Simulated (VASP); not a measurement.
# Cu (Fm-3m) in VASP: notebook

Aim: see how the results for Cu move with the level of theory and the settings. Levels: BLYP+D4, RPBE. Tasks: single point.

Program: VASP 6.6.1. These are calculated values, not measurements. Logs are shortened: lines on timing, memory, paths and dates and some standing lists are left out, and cuts for length are marked.

## Step 1: The cell of the first run

Symmetry: Fm-3m, No. 225, cubic system. The conventional cell has a = 3.541 Å, b = 3.541 Å, c = 3.541 Å, α = 90.00°, β = 90.00°, γ = 90.00°. Within 3.3 Å of Cu (site symmetry m-3m) lie 12 Cu at 2.50 Å.

## Step 2: Single point, BLYP+D4

The input, INCAR:

```
SYSTEM = Cu
  AGGAC = 1.0
  AGGAX = 1.0
  ALDAC = 0.0
  ALDAX = 1.0
  ALGO = Normal
  EDIFF = 1E-6
  ENCUT = 600
  GGA = B5
  GGA_COMPAT = .FALSE.
  ISIF = 2
  ISMEAR = -1
  IVDW = 13
  LASPH = .TRUE.
  LCHARG = .TRUE.
  LELF = .TRUE.
  LREAL = .FALSE.
  LVHAR = .TRUE.
  LWAVE = .FALSE.
  NBANDS = 12
  NELM = 120
  PREC = Accurate
  SIGMA = 0.05
  VDW_A1 = 0.44488865
  VDW_A2 = 4.0933009
  VDW_S6 = 1.0
  VDW_S8 = 2.34076671
```

The input, KPOINTS:

```
k-points
0
G
  13 13 13
  0 0 0
```

The input, POSCAR:

```
Cu
1.0
    0.0000000000      1.7706018915      1.7706018915
    1.7706018915      0.0000000000      1.7706018915
    1.7706018915      1.7706018915      0.0000000000
Cu
1
Direct
    0.0000000000      0.0000000000      0.0000000000
```

Potentials or basis: VASP PAW PBE potentials, release 64 (Cu).

Run with:

```bash
$ cat potpaw_PBE.64/Cu/POTCAR > POTCAR
$ mpirun -np 1 vasp_std > vasp.out
```

OUTCAR:

```text
SYSTEM = Cu
   EDIFF = 1E-6
   ENCUT = 600
   GGA = B5
   ISIF = 2
   ISMEAR = -1
   IVDW = 13
   LASPH = .TRUE.
   LREAL = .FALSE.
   NELM = 120
   PREC = Accurate

 ion  position               nearest neighbor table
   1  0.000  0.000  0.000-

  LATTYP: Found a face centered cubic cell.
 ALAT       =     3.5412037830

  Lattice vectors:

 A1 = (   0.0000000000,   1.7706018915,   1.7706018915)
 A2 = (   1.7706018915,   0.0000000000,   1.7706018915)
 A3 = (   1.7706018915,   1.7706018915,   0.0000000000)

Analysis of symmetry for initial positions (statically):
=====================================================================
 Subroutine PRICEL returns:
 Original cell was already a primitive cell.

 Routine SETGRP: Setting up the symmetry group for a
 face centered cubic supercell.

 Subroutine GETGRP returns: Found 48 space group operations
[... 9 lines left out ...]

 Routine SETGRP: Setting up the symmetry group for a
 face centered cubic supercell.

 Subroutine GETGRP returns: Found 48 space group operations
[... 11 lines left out ...]
                                     Primitive cell

  volume of cell :      11.1018

  direct lattice vectors                    reciprocal lattice vectors
     0.000000000  1.770601891  1.770601891    -0.282389849  0.282389849  0.282389849
     1.770601891  0.000000000  1.770601891     0.282389849 -0.282389849  0.282389849
     1.770601891  1.770601891  0.000000000     0.282389849  0.282389849 -0.282389849

  length of vectors
     2.504009209  2.504009209  2.504009209     0.489113565  0.489113565  0.489113565

  position of ions in fractional coordinates (direct lattice)
     0.000000000  0.000000000  0.000000000

  ion indices of the primitive-cell ions
   primitive index   ion index
                 1           1

----------------------------------------------------------------------------------------

 KPOINTS: k-points

Automatic generation of k-mesh.
 Grid dimensions read from file:
 generate k-points for:   13   13   13

 Generating k-lattice:

  Cartesian coordinates                     Fractional coordinates (reciprocal lattice)
    -0.021722296  0.021722296  0.021722296     0.076923077  0.000000000  0.000000000
     0.021722296 -0.021722296  0.021722296     0.000000000  0.076923077  0.000000000
     0.021722296  0.021722296 -0.021722296     0.000000000  0.000000000  0.076923077

  Length of vectors
     0.037624120  0.037624120  0.037624120

  Shift w.r.t. Gamma in fractional coordinates (k-lattice)
     0.000000000  0.000000000  0.000000000

 Subroutine IBZKPT returns following result:
 ===========================================

 Found     84 irreducible k-points:

 Following reciprocal coordinates:
            Coordinates               Weight
  0.000000  0.000000  0.000000      1.000000
  0.076923  0.000000  0.000000      8.000000
  0.153846  0.000000  0.000000      8.000000
  0.230769  0.000000  0.000000      8.000000
  0.307692  0.000000  0.000000      8.000000
  0.384615  0.000000  0.000000      8.000000
[... 16 lines left out ...]
  0.384615  0.153846  0.000000     24.000000
  0.461538  0.153846  0.000000     24.000000
 [... further k-points ...]
   k-points           NKPTS =     84   k-points in BZ     NKDIM =     84   number of bands    NBANDS=     12
   number of dos      NEDOS =    301   number of ions     NIONS =      1
   total plane-waves  NPLWV =   8000
   dimension x,y,z NGX =    20 NGY =   20 NGZ =   20
   dimension x,y,z NGXF=    40 NGYF=   40 NGZF=   40
   ions per type =               1
   NGX,Y,Z   is equivalent  to a cutoff of  13.28, 13.28, 13.28 a.u.
   NGXF,Y,Z  is equivalent  to a cutoff of  26.56, 26.56, 26.56 a.u.
 SYSTEM =  Cu
   PREC   = accura    normal or accurate (medium, high low for compatibility)
   ISTART =      0    job   : 0-new  1-cont  2-samecut
   ICHARG =      2    charge: 1-file 2-atom 10-const
   ISPIN  =      1    spin polarized calculation?
   LNONCOLLINEAR =      F non collinear calculations
   LSORBIT =      F    spin-orbit coupling
   LASPH  =      T    aspherical Exc in radial PAW
   ENCUT  =  600.0 eV  44.10 Ry    6.64 a.u.   5.00  5.00  5.00*2*pi/ulx,y,z
   NELM   =    120;   NELMIN=  2; NELMDL= -5     # of ELM steps
   EDIFF  = 0.1E-05   stopping-criterion for ELM
   LREAL  =      F    real-space projection
   EDIFFG = 0.1E-04   stopping-criterion for IOM
   NSW    =      0    number of steps for IOM
   IBRION =     -1    ionic relax: 0-MD 1-quasi-New 2-CG
   NFREE  =      0    steps in history (QN), initial steepest desc. (CG)
   ISIF   =      2    stress and relaxation
   ISYM   =      2    0-nonsym 1-usesym 2-fastsym
   POTIM  = 0.5000    time-step for ionic-motion
   TEBEG  =    0.0;   TEEND  =   0.0 temperature during run
   PSTRESS=    0.0 pullay stress
   NELECT =      11.0000    total number of electrons
   NUPDOWN=      -1.0000    fix difference up-down
   EMIN   =  10.00;   EMAX   =-10.00  energy-range for DOS
   EFERMI =   0.00;   METHOD = LEGACY
   ISMEAR =    -1;   SIGMA  =   0.05  broadening in eV -4-tet -1-fermi 0-gaus
   EFERMI_NEDOS =   21; number of points for ismear=-14 and -15
   IALGO  =     38    algorithm
   IMIX   =      4    mixing-type and parameters
     AMIX     =   0.40;   BMIX     =  1.00
     AMIX_MAG =   1.60;   BMIX_MAG =  1.00
  volume/ion in A,a.u.               =      11.10        74.92
  Fermi-wavevector in a.u.,A,eV,Ry     =   1.632080  3.084184 36.241641  2.663685
  Thomas-Fermi vector in A             =   2.724110
   LORBIT       =      0    0 simple, 1 ext, 2 COOP (PROOUT), +10 PAW based schemes
   GGA     = B5    functional components
   LHFCALC =     F    Hartree Fock is set to
   AEXX    =    0.0000 exact exchange contribution
   IVDW    =    13    specifies the selected vdW correction
   LEPSILON=     F    determine dielectric tensor
   LRPA    =     F    only Hartree local field effects (RPA)
 non-spin polarized calculation
  energy-cutoff  :      600.00
  volume of cell :       11.10
 maximum number of plane-waves:       381
   NGX =  9   NGY =  9   NGZ =  9

 number of electron      11.0000009 magnetization

 Free energy of the ion-electron system (eV)
  ---------------------------------------------------
  ext. energy  EPLUGINS =         0.00000000
  ---------------------------------------------------
  free energy    TOTEN  =        -2.88257414 eV

  energy without entropy =       -2.88002268  energy(sigma->0) =       -2.88129841

 E-fermi :   9.0969     XC(G=0): -12.5145

 val. band max:        8.8865754101   @ k =   0.4615   0.2308   0.0000
 cond. band min:       9.1024686346   @ k =   0.4615   0.3077   0.0000
 fundamental gap:      0.2158932246
 Fermi energy:         9.0968566144

 k-point     1 :       0.0000    0.0000    0.0000
  band No.  band energies     occupation
      1      -0.8620      2.00000
      2       5.5482      2.00000
      3       5.5482      2.00000
      4       5.5482      2.00000
      5       6.4465      2.00000
      6       6.4465      2.00000
      7      32.2994      0.00000
      8      35.0711      0.00000
      9      35.0711      0.00000
     10      35.0711      0.00000
     11      37.7547      0.00000
     12      37.7547      0.00000

 k-point     2 :       0.0769    0.0000    0.0000
  band No.  band energies     occupation
      1      -0.6367      2.00000
      2       5.4998      2.00000
      3       5.5921      2.00000
      4       5.5921      2.00000
      5       6.4298      2.00000
      6       6.4298      2.00000
      7      30.8888      0.00000
      8      33.3115      0.00000
      9      34.4644      0.00000
     10      34.4644      0.00000
     11      38.6643      0.00000
     12      38.6643      0.00000

 k-point     3 :       0.1538    0.0000    0.0000
  band No.  band energies     occupation
      1       0.0219      2.00000
      2       5.3830      2.00000
      3       5.6865      2.00000
      4       5.6865      2.00000
      5       6.4147      2.00000
      6       6.4147      2.00000
      7      26.9507      0.00000
      8      32.8804      0.00000
      9      33.5352      0.00000
     10      33.5352      0.00000
     11      39.7001      0.00000
     12      40.0812      0.00000

 k-point     4 :       0.2308    0.0000    0.0000
  band No.  band energies     occupation
      1       1.0453      2.00000
      2       5.2913      2.00000
      3       5.7258      2.00000
      4       5.7258      2.00000
      5       6.4978      2.00000
      6       6.4978      2.00000
      7      22.9017      0.00000
      8      32.4245      0.00000
      9      32.7744      0.00000
     10      32.7744      0.00000
     11      38.9551      0.00000
     12      38.9551      0.00000

 k-point     5 :       0.3077    0.0000    0.0000
  band No.  band energies     occupation
      1       2.2254      2.00000
      2       5.4430      2.00000
      3       5.6645      2.00000
      4       5.6645      2.00000
      5       6.7037      2.00000
      6       6.7037      2.00000
      7      19.1222      0.00000
      8      31.7904      0.00000
      9      32.2398      0.00000
     10      32.2398      0.00000
     11      37.1718      0.00000
     12      37.1718      0.00000
[... 228 lines left out ...]
      1       1.0651      2.00000
      2       5.0489      2.00000
      3       5.8525      2.00000
      4       5.9660      2.00000
      5       6.2107      2.00000
      6       6.6562      2.00000
      7      26.1349      0.00000
      8      28.7151      0.00000
      9      30.2435      0.00000
     10      32.0532      0.00000
     11      34.8220      0.00000
     12      42.4515      0.00000

 k-point    22 :       0.3077    0.1538    0.0000
  band No.  band energies     occupation
      1       2.1061      2.00000
      2       4.9427      2.00000
      3       5.6626      2.00000
      4       5.9937      2.00000
      5       6.6273      2.00000
      6       6.8136      2.00000
      7      22.1923      0.00000
      8      27.9281      0.00000
      9      29.3972      0.00000
     10      31.0346      0.00000
     11      36.5976      0.00000
     12      41.6922      0.00000

 k-point    23 :       0.3846    0.1538    0.0000
  band No.  band energies     occupation
      1       3.1375      2.00000
      2       5.0148      2.00000
      3       5.4960      2.00000
      4       5.9321      2.00000
      5       6.9961      2.00000
      6       7.3402      2.00000
      7      18.5257      0.00000
      8      27.6068      0.00000
      9      27.9572      0.00000
     10      30.3519      0.00000
     11      39.5393      0.00000
     12      40.9928      0.00000

 k-point    24 :       0.4615    0.1538    0.0000
  band No.  band energies     occupation
      1       3.6896      2.00000
      2       5.1897      2.00000
      3       5.5952      2.00000
      4       5.8487      2.00000
      5       7.0995      2.00000
      6       8.5433      1.99997
      7      15.3062      0.00000
      8      26.4990      0.00000
      9      27.7918      0.00000
     10      30.1800      0.00000
     11      40.1855      0.00000
     12      40.3419      0.00000

 [... further k-points ...]

------------------------ aborting loop because EDIFF is reached ----------------------------------------

  DFT-D4 for vdW energy calculation

  Edisp (eV):   -1.16122

  FORCE on cell =-STRESS in cart. coord.  units (eV):
  Direction    XX          YY          ZZ          XY          YZ          ZX
  --------------------------------------------------------------------------------------
  -------------------------------------------------------------------------------------
  Total       0.40121     0.40121     0.40121     0.00000     0.00000     0.00000
  in kB      57.90117    57.90117    57.90117     0.00000     0.00000     0.00000
  external pressure =       57.90 kB  Pullay stress =        0.00 kB

 VOLUME and BASIS-vectors are now :
 -----------------------------------------------------------------------------
  energy-cutoff  :      600.00
  volume of cell :       11.10
      direct lattice vectors                 reciprocal lattice vectors
     0.000000000  1.770601891  1.770601891    -0.282389849  0.282389849  0.282389849
     1.770601891  0.000000000  1.770601891     0.282389849 -0.282389849  0.282389849
     1.770601891  1.770601891  0.000000000     0.282389849  0.282389849 -0.282389849

 POSITION                                       TOTAL-FORCE (eV/Angst)
 -----------------------------------------------------------------------------------
      0.00000      0.00000      0.00000         0.000000      0.000000      0.000000
 -----------------------------------------------------------------------------------
    total drift:                                0.000000     -0.000000     -0.000000

  FREE ENERGIE OF THE ION-ELECTRON SYSTEM (eV)
  ---------------------------------------------------
  free  energy   TOTEN  =        -4.0437945374 eV

  energy  without entropy=       -4.0412430867  energy(sigma->0) =       -4.04251881
```

Wall time 19 s (1 thread of Intel Xeon Platinum 8488C (Sapphire Rapids), shared host); peak memory 0.13 GiB.

Results:

```
Free energy                : -4.0438 eV
Pressure                   : 5.8 GPa
Dispersion energy per atom : -1.161 eV
```

Levels at points of the mesh, in eV from the Fermi level:
```tsv
k point	band 2	band 3	band 4	band 5	band 6	band 7	band 8	band 9	band 10	band 11
(0.00, 0.00, 0.00)	-3.55	-3.55	-3.55	-2.65	-2.65	23.20	25.97	25.97	25.97	28.66
```

Caveat: the PAW data sets were made with another functional, which shifts forces and pressure a little; pairwise dispersion overbinds metals, which lowers pressure and volume.

## Step 3: Single point, BLYP+D4

This run uses another cell than the first one, of 11.34 Å³/atom, 1.021 times its volume.

The input, INCAR:

```
SYSTEM = Cu
PREC     = Accurate       ! precision mode
ENCUT    = 600            ! plane-wave cutoff, eV
EDIFF    = 1E-6           ! SCF threshold, eV
ISMEAR   = -1             ! smearing method
SIGMA    = 0.05           ! smearing width, eV
LREAL    = .False.        ! projectors in reciprocal space
LASPH    = .True.         ! aspherical terms in the spheres
NELM     = 120            ! most SCF steps
ALGO     = Normal         ! electronic algorithm
ISIF     = 2              ! what is computed and relaxed
LWAVE    = .False.        ! write WAVECAR
LCHARG   = .True.         ! write CHGCAR
GGA      = B5             ! functional
ALDAX    = 1.0          
AGGAX    = 1.0          
AGGAC    = 1.0          
ALDAC    = 0.0          
IVDW     = 13             ! dispersion correction
VDW_S6   = 1.0          
VDW_S8   = 2.34076671   
VDW_A1   = 0.44488865   
VDW_A2   = 4.0933009    
LELF     = .True.         ! ELF
LVHAR    = .True.       
NBANDS   = 12             ! bands
GGA_COMPAT= .False.
```

The input, KPOINTS:

```
regular mesh
0
Gamma
  13 13 13
  0 0 0
```

The input, POSCAR:

```
Cu
1.0
    0.0000000000      1.7830713297      1.7830713297
    1.7830713297      0.0000000000      1.7830713297
    1.7830713297      1.7830713297      0.0000000000
Cu
1
Direct
    0.0000000000      0.0000000000      0.0000000000
```

Potentials or basis: VASP PAW PBE potentials, release 64 (Cu).

Run with:

```bash
$ cat potpaw_PBE.64/Cu/POTCAR > POTCAR
$ mpirun -np 1 vasp_std > vasp.out
```

Run time: 16 s. Hardware: 1 thread of Intel Xeon Platinum 8488C (Sapphire Rapids), shared host; peak memory 0.12 GiB.

The run converged. Its results:

```yaml
Free_energy: -4.0496 eV
Pressure: 2.0 GPa
Dispersion_energy_per_atom: -1.137 eV
```

Levels at points of the mesh, in eV from the Fermi level:
```csv
k point,band 3,band 4,band 5,band 6,band 7,band 8,band 9,band 10
"(0.00, 0.00, 0.00)",-3.47,-3.47,-2.60,-2.60,23.05,25.64,25.64,25.64
```

Caveat: the PAW data sets were made with another functional, which shifts forces and pressure a little; pairwise dispersion overbinds metals, which lowers pressure and volume.

## Step 4: Single point, RPBE

This run uses another cell than the first one, of 11.57 Å³/atom, 1.043 times its volume.

The input, INCAR:

```
SYSTEM = Cu
ALGO = Normal
EDIFF = 1E-6
ENCUT = 600
GGA = RP
GGA_COMPAT = .False.
ISIF = 2
ISMEAR = -1
LASPH = .True.
LCHARG = .True.
LELF = .True.
LREAL = .False.
LVHAR = .True.
LWAVE = .False.
NBANDS = 12
NELM = 120
PREC = Accurate
SIGMA = 0.05
```

The input, KPOINTS:

```
k-points
0
Gamma
  13 13 13
  0 0 0
```

The input, POSCAR:

```
Cu
1.0
    0.0000000000      1.7953687620      1.7953687620
    1.7953687620      0.0000000000      1.7953687620
    1.7953687620      1.7953687620      0.0000000000
Cu
1
Direct
    0.0000000000      0.0000000000      0.0000000000
```

Run with:

```bash
$ cat potpaw_PBE.64/Cu/POTCAR > POTCAR
$ mpirun -np 1 vasp_std > vasp.out
```

It took 9.8 s on 1 thread of Intel Xeon Platinum 8488C (Sapphire Rapids), shared host; peak memory 0.13 GiB.

It converged, with:

```
Free energy : -3.2304 eV
Pressure    : 10.6 GPa
```

Levels at points of the mesh, in eV from the Fermi level:
| k point | band 3 | band 4 | band 5 | band 6 | band 7 | band 8 | band 9 | band 10 |
| --- | --- | --- | --- | --- | --- | --- | --- | --- |
| (0.00, 0.00, 0.00) | -3.27 | -3.27 | -2.43 | -2.43 | 22.51 | 25.41 | 25.41 | 25.41 |

Caveat: the PAW data sets were made with another functional, which shifts forces and pressure a little.

## Step 5: Single point, RPBE

This run uses another cell than the first one, of 11.81 Å³/atom, 1.064 times its volume.

The input, INCAR:

```
  PREC = Accurate
  ENCUT = 600
  EDIFF = 1E-6
  ISMEAR = -1
  SIGMA = 0.05
  LREAL = False
  LASPH = True
  NELM = 120
  ALGO = Normal
  ISIF = 2
  LWAVE = False
  LCHARG = False
  GGA = RP
  NBANDS = 12
  GGA_COMPAT = False
```

The input, KPOINTS:

```
regular mesh
0
Gamma
  13 13 13
```

The input, POSCAR:

```
Cu
1.0
    0.0000000000      1.8075000000      1.8075000000
    1.8075000000      0.0000000000      1.8075000000
    1.8075000000      1.8075000000      0.0000000000
Cu
1
Direct
    0.0000000000      0.0000000000      0.0000000000
```

Run with:

```bash
$ cat potpaw_PBE.64/Cu/POTCAR > POTCAR
$ mpirun -np 1 vasp_std > vasp.out
```

Wall time 9.7 s (1 thread of Intel Xeon Platinum 8488C (Sapphire Rapids), shared host); peak memory 0.13 GiB.

Results (log left out):

| Item | Value |
| --- | --- |
| Free energy | -3.2435 eV |
| Pressure | 7.3 GPa |

Levels at points of the mesh, in eV from the Fermi level:
```csv
k point,band 3,band 4,band 5,band 6,band 7,band 8,band 9,band 10
"(0.00, 0.00, 0.00)",-3.21,-3.21,-2.39,-2.39,22.36,25.10,25.10,25.10
```

Caveat: the PAW data sets were made with another functional, which shifts forces and pressure a little.

## Step 6: The runs side by side

```csv
level,cell,gap on the mesh (eV),pressure (GPa)
BLYP+D4,"a = 2.504 Å, angles 60.0°, 1 atom",none,5.8
BLYP+D4,"a = 2.522 Å, angles 60.0°, 1 atom",none,2.0
RPBE,"a = 2.539 Å, angles 60.0°, 1 atom",none,10.6
RPBE,"a = 2.556 Å, angles 60.0°, 1 atom",none,7.3
```

Alike in all rows: task single point; potentials or basis VASP PAW PBE potentials, release 64 (Cu); no spin polarisation; k mesh 13 × 13 × 13; cutoff (eV) 600; smearing fermi-dirac 0.05 eV.

Caveats: the PAW data sets were made with another functional, which shifts forces and pressure a little; pairwise dispersion overbinds metals, which lowers pressure and volume (some runs).

Total energies depend on the potentials used, so only differences within one code and one set of settings carry meaning.
